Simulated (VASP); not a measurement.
The system is C.

```
C
1.0
    -1.76586    1.76586    0.00000
     0.00000    0.00000    3.53172
     1.76586    1.76586    0.00000
C
4
Direct
  0.50000 0.37500 0.25000
  0.00000 0.87500 0.75000
  0.00000 0.12500 0.25000
  0.50000 0.62500 0.75000
```

Base run:

- Program: VASP 6.6.1
- Functional: LDA
- Potentials or basis: VASP PAW LDA potentials, release 64 (C)
- Cutoff: 520 eV
- k mesh: 10 × 7 × 10
- Occupations: fermi-dirac, width 0.02 eV
- Spin: no spin polarisation

Its results: band gap on the k mesh 4.17 eV; pressure 1.6 GPa.

The run is repeated on the same cell with these changes: potentials or basis from VASP PAW LDA potentials, release 64 (C) to VASP PAW LDA potentials, release 64 (C_h); cutoff from 520 eV to 910 eV; further incar settings from ALGO = Normal; EDIFF = 1e-07; NBANDS = 16 to ALGO = Normal; EDIFF = 1e-06; NBANDS = 16. What comes out?

Band gap on the k mesh 4.17 eV; pressure 0.7 GPa.

Caveats: the cutoff is under 1.25 times the usual one of these potentials, so pressure, stress and relaxed cells hold a basis-set (Pulay) error (some runs).

A k mesh can miss the band edges.
